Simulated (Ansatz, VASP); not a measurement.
## One calculation of ZrO2, two programs

Contents of INCAR:

```
SYSTEM = ZrO2
ALGO     = Normal         ! electronic algorithm
EDIFF    = 1E-6           ! SCF threshold, eV
ENCUT    = 600            ! plane-wave cutoff, eV
GGA      = PS             ! functional
GGA_COMPAT= .FALSE.      
ISIF     = 2              ! what is computed and relaxed
ISMEAR   = 0              ! smearing method
LASPH    = .TRUE.         ! aspherical terms in the spheres
LCHARG   = .FALSE.        ! write CHGCAR
LREAL    = .FALSE.        ! projectors in reciprocal space
LWAVE    = .FALSE.        ! write WAVECAR
NBANDS   = 19             ! bands
NELM     = 120            ! most SCF steps
PREC     = Accurate       ! precision mode
SIGMA    = 0.01           ! smearing width, eV
```

Contents of KPOINTS:

```
k-points
0
G
  5 5 5
  0 0 0
```

The input POSCAR:

```
ZrO2
1.0
    3.5850310000      0.0000000000      0.0000000000
    1.7925155000      3.1047279194      0.0000000000
    1.7925155000      1.0349093065      2.9271655540
Zr O
1 2
Direct
    0.0000000000      0.0000000000      0.0000000000
    0.2500000000      0.2500000000      0.2500000000
    0.7500000000      0.7500000000      0.7500000000
```

Input for Ansatz:

```yaml
crystal:
  lattice:
    - [3.585031, 0.0, 0.0]
    - [1.7925155000000004, 3.1047279193547297, 0.0]
    - [1.7925155000000004, 1.0349093064515766, 2.927165554019906]
  atoms:
    - { symbol: Zr, position: [0.0, 0.0, 0.0] }
    - { symbol: O, position: [0.25, 0.25, 0.25] }
    - { symbol: O, position: [0.75, 0.75, 0.75] }
basis:
  ecutwfc: 450.0
kpoints:
  mp_grid:
    grid: [5, 5, 5]
hamiltonian:
  xc: pbesol
  pseudopotentials:
    kind: paw
scf:
  occupations:
    method: fixed
output:
  stress: true
  eigenvalues: true
```

Alike in both runs: task single point; functional PBEsol; k mesh 5 × 5 × 5; no spin polarisation.

|  | VASP | Ansatz |
| --- | --- | --- |
| version | VASP 6.6.1 | Ansatz 0.2.0 |
| potentials or method | VASP PAW PBE potentials, release 64 (Zr_sv, O), cutoff 600 eV | plane waves, PAW |
| occupations | gaussian, width 0.01 eV | fixed |
| valence electrons in the cell | 24 | 24 |

|  | VASP | Ansatz | Ansatz less VASP |
| --- | --- | --- | --- |
| gap on the k mesh at the Fermi level (eV) | 3.51 | 3.52 | +0.006 |
| pressure (GPa) | -0.7 | -0.9 | -0.24 |

VASP's potentials were made for PBE, not for PBEsol.

The k mesh is coarse, so the values compare programs but aren't converged.
